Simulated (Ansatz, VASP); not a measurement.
MgF3: VASP beside Ansatz

```
CELL_PARAMETERS angstrom
3.67438 0.00000 0.00000
-1.83719 3.18211 0.00000
0.00000 0.00000 4.66918
ATOMIC_POSITIONS crystal
Mg 0.66667 0.33333 0.50000
F 0.00000 0.00000 0.00000
F 0.33333 0.66667 0.65217
F 0.33333 0.66667 0.34783
```

Alike in both runs: task relaxation of cell and atoms; functional PBE; k mesh 6 × 6 × 4; occupations gaussian, width 0.1 eV; collinear spin.

```csv
,VASP,Ansatz
version,VASP 6.6.1,Ansatz 0.2.0
potentials or method,"VASP PAW PBE potentials, release 64 (Mg, F), cutoff 600 eV","scalar-relativistic, plane waves, PAW"
valence electrons in the cell,23,31
```

```csv
,VASP,Ansatz,Ansatz less VASP
"gap on the k mesh at the Fermi level, each at its own relaxed structure (eV)",none,none,-
net moment per atom (μB),0.25,0.25,0.000
size of the moment on the site where the two differ most (μB),0.77,0.98,+0.208
relaxed volume (Å³/atom),12.07,14.94,+2.869
relaxed length of the cell vector where the two differ most in proportion (Å),6.035,7.924,+1.8890
```

Site moments also hang on the region over which each program counts them. A gap of «none» marks a metal or a gap that the smearing closes. One of these differences is far larger than is usual between the two programs; its cause wasn't traced. VASP's potentials hold 23 valence electrons a cell and Ansatz's 31, so a difference there can come from the potentials and not from the codes. Ansatz's warnings: cell relax basis refresh.
